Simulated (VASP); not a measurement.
Rb:

```
Rb
1.0
    -2.80250    2.80250    2.80250
     2.80250   -2.80250    2.80250
     2.80250    2.80250   -2.80250
Rb
1
Cartesian
  0.0000 0.0000 0.0000
```

| Quantity | Value |
| --- | --- |
| Program | VASP 6.6.1 |
| Task | relaxation of cell and atoms |
| Functional | LDA |
| Potentials or basis | VASP PAW LDA potentials, release 64 (Rb_sv) |
| Cutoff | 500 eV |
| k mesh | 6 × 6 × 6 |
| Occupations | fermi-dirac, width 0.1 eV |
| Spin | no spin polarisation |

At the start: pressure -0.3 GPa; volume 88.04 Å³/atom.

How do energy, volume and symmetry change on relaxing?

Over 4 steps the energy falls by 11.6 meV/atom and the volume is 78.09 Å³/atom (-11.3 %); space group Im-3m (No. 229, to 0.1 Å) before and after.

Step by step:
| step | energy change (eV) | largest force (eV/Å) | pressure (GPa) | volume (Å³) |
| --- | --- | --- | --- | --- |
| 1 | 0.0000 | 0.0000 | -0.34 | 88.04 |
| 2 | -0.0045 | 0.0000 | -0.28 | 85.69 |
| 3 | -0.0113 | 0.0000 | -0.06 | 79.71 |
| 4 | -0.0116 | 0.0000 | 0.00 | 78.09 |

Final structure:
```
CELL_PARAMETERS angstrom
-2.69260 2.69260 2.69260
2.69260 -2.69260 2.69260
2.69260 2.69260 -2.69260
ATOMIC_POSITIONS crystal
Rb 0.00000 0.00000 0.00000
```
